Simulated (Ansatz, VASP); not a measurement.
LiH: VASP beside Ansatz

```
Li H
1.0
     3.28541    0.00000    0.00000
    -1.64270    2.84525    0.00000
     0.00000    0.00000    4.11274
Li H
2 2
Direct
  0.33333 0.66667 0.25000
  0.66667 0.33333 0.75000
  0.66667 0.33333 0.25000
  0.33333 0.66667 0.75000
```

Alike in both runs: task single point; functional PBE; k mesh 9 × 9 × 6; no spin polarisation.

|  | VASP | Ansatz |
| --- | --- | --- |
| version | VASP 6.6.1 | Ansatz 0.2.0 |
| potentials or method | VASP PAW PBE potentials, release 64 (Li_sv, H) | plane waves, PAW |
| plane-wave cutoff (eV) | 520 | 420 |
| occupations | gaussian, width 0.01 eV | fixed |
| valence electrons in the cell | 8 | 8 |

```tsv
	VASP	Ansatz	Ansatz less VASP
gap on the k mesh at the Fermi level (eV)	1.90	1.90	+0.006
```

Noted on VASP's run: the cutoff is under 1.25 times that of the potentials, so the pressure is a little rough.
